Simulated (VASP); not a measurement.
A run of VASP 6.6.1 is set up as follows.

The input INCAR:

```
SYSTEM = TiSi16
ALGO     = Normal         ! electronic algorithm
EDIFF    = 1E-6           ! SCF threshold, eV
ENCUT    = 400            ! plane-wave cutoff, eV
GGA      = PE             ! functional
GGA_COMPAT= .FALSE.      
ISIF     = 2              ! what is computed and relaxed
ISMEAR   = -1             ! smearing method
LASPH    = .TRUE.         ! aspherical terms in the spheres
LCHARG   = .FALSE.        ! write CHGCAR
LREAL    = .FALSE.        ! projectors in reciprocal space
LWAVE    = .FALSE.        ! write WAVECAR
NBANDS   = 52             ! bands
NELM     = 120            ! most SCF steps
PREC     = Accurate       ! precision mode
SIGMA    = 0.02           ! smearing width, eV
```

KPOINTS

```
k-points
0
G
  2 2 2
  0 0 0
```

The input POSCAR:

```
TiSi16
1.0
    0.0000000000      5.4300000000      5.4300000000
    5.4300000000      0.0000000000      5.4300000000
    5.4300000000      5.4300000000      0.0000000000
Si Ti
16 1
Direct
    0.0146040516     -0.0127624309     -0.0136464088
    0.0874677716      0.1384254144      0.1452025783
    0.0089686924      0.0313627993      0.5134806630
    0.1677163904      0.1428545120      0.6260957643
   -0.1098987109      0.5241528545      0.0735082873
    0.0955985267      0.6094106814      0.1399447514
   -0.0299079190      0.5180294659      0.5303314917
    0.1090883978      0.6520165746      0.6479650092
    0.4574769797      0.0634254144     -0.0177716390
    0.6529926335      0.1390147330      0.0811325967
    0.5579097606      0.0602302026      0.4338213628
    0.6501012891      0.1838766114      0.6057550645
    0.4867403315      0.4901473297     -0.0252670350
    0.4928913444      0.6769613260      0.1379373849
    0.4511694291      0.5564180479      0.4711325967
    0.5947697974      0.6636095764      0.5902394107
    0.7238858195      0.7846777164      0.7467219153
```

Potentials or basis: VASP PAW PBE potentials, release 64 (Si, Ti_sv).

Run with:

```bash
$ cat potpaw_PBE.64/Si/POTCAR potpaw_PBE.64/Ti_sv/POTCAR > POTCAR
$ mpirun -np 1 vasp_std > vasp.out
```

Predict the pressure.

1.9 GPa.

Predict the largest force.

2.607 eV/Å.

What does it give for the band gap on the k mesh?

Zero (bands 38 and 39 overlap by 0.33 eV).

Forces on the atoms (eV/Å):
```
Si   0.115  1.223  0.290
Si   0.216 -0.702  0.001
Si  -0.633  0.566  0.546
Si  -0.380 -0.709  0.452
Si  -1.340 -0.137  0.152
Si   0.624  0.590  0.533
Si  -1.301 -0.109  0.399
Si   1.192 -0.477 -1.603
Si  -0.465  0.364 -0.163
Si  -0.771 -0.316 -0.663
Si   1.007  0.340 -1.716
Si   0.888 -1.054 -0.461
Si   1.024 -1.493  0.577
Si  -1.065 -1.297  1.810
Si  -0.092  2.596 -0.221
Si   0.389  0.644  0.490
Ti   0.593 -0.029 -0.423
```

Caveat: the k points lie up to 0.50 Å⁻¹ apart.
